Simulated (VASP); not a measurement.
Crystal: TaF3.

```
CELL_PARAMETERS angstrom
3.90120 0.00000 0.00000
0.00000 3.90120 0.00000
0.00000 0.00000 3.90120
ATOMIC_POSITIONS crystal
Ta 0.00000 0.00000 0.00000
F 0.00000 0.00000 0.50000
F 0.00000 0.50000 0.00000
F 0.50000 0.00000 0.00000
```

- Program: VASP 6.6.1
- Task: relaxation of cell and atoms
- Functional: PBE
- Potentials or basis: VASP PAW PBE potentials, release 64 (Ta_sv_GW, F)
- Cutoff: 700 eV
- k mesh: 7 × 7 × 7
- Occupations: fermi-dirac, width 0.05 eV
- Spin: no spin polarisation
- Hubbard terms: Ta d U = 6.0 eV

At the start: pressure 33.2 GPa; volume 14.84 Å³/atom.

**Question.** Where does the relaxation end?

**Answer.** Over 4 steps the energy falls by 299.1 meV/atom and the volume is 18.37 Å³/atom (+23.7 %); space group Pm-3m (No. 221, to 0.1 Å) before and after.

The path:
```tsv
step	energy change (eV)	largest force (eV/Å)	pressure (GPa)	volume (Å³)
1	0.0000	0.0000	33.24	59.37
2	-0.4293	0.0000	-12.38	89.97
3	-1.1961	0.0000	-0.45	73.78
4	-1.1966	0.0000	-0.05	73.47
```

Final structure:
```yaml
crystal:
  lattice:
    - [4.18826, 0.00000, 0.00000]
    - [0.00000, 4.18826, 0.00000]
    - [0.00000, 0.00000, 4.18826]
  atoms:
    - { symbol: Ta, position: [0.00000, 0.00000, 0.00000] }
    - { symbol: F, position: [0.00000, 0.00000, 0.50000] }
    - { symbol: F, position: [0.00000, 0.50000, 0.00000] }
    - { symbol: F, position: [0.50000, 0.00000, 0.00000] }
```

Caveat: the volume moved by over 15 % at a fixed basis, so the end points are rough; U without spin polarisation on a metal has little footing.
